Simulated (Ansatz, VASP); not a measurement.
## One calculation of Al7GaP8, two programs

```
Ga Al P
1.0
    -2.73765   -5.47555   -2.73772
    -5.47533    2.73774    2.73783
     0.00004    5.47571   -5.47580
Ga Al P
1 7 8
Cartesian
  -2.7376 2.7381 -5.4757
  -2.7362 -0.0002 -2.7380
  -0.0009 2.7371 -2.7392
  -0.0018 -0.0002 0.0005
  -5.4741 2.7399 -2.7379
  -2.7375 5.4758 -2.7400
  -5.4761 -0.0002 0.0020
  -2.7368 2.7367 0.0011
  -4.1066 1.3688 -4.1077
  -1.3694 4.1063 -4.1073
  -4.1070 -1.3688 -1.3682
  -1.3687 1.3689 -1.3689
  -6.8453 4.1064 -4.1059
  -6.8434 1.3684 -1.3707
  -4.1045 4.1076 -1.3682
  -4.1069 1.3695 1.3696
```

Alike in both runs: functional r2SCAN; k mesh 4 × 4 × 4; occupations gaussian, width 0.02 eV; no spin polarisation.

Ansatz relaxed the structure, and its values are those at the end. VASP's run is a single point on that final structure, the one shown.

|  | VASP | Ansatz |
| --- | --- | --- |
| version | VASP 6.6.1 | Ansatz 0.2.0 |
| potentials or method | VASP PAW PBE potentials, release 64 (Ga_d, Al, P), cutoff 550 eV | scalar-relativistic, plane waves, PAW |
| valence electrons in the cell | 74 | 74 |

Ansatz gave:

```
gap on the k mesh at the Fermi level (eV) : 1.92
least direct gap on the mesh (eV)         : 2.36
pressure (GPa)                            : 0.0
rms of the force components (eV/Å)        : 0.001
```

Problem. Which values does VASP return?

Solution. gap on the k mesh at the Fermi level (eV): 1.93; least direct gap on the mesh (eV): 2.36; pressure (GPa): -0.3; rms of the force components (eV/Å): 0.006.

VASP's potentials were made for PBE, not for r2SCAN.
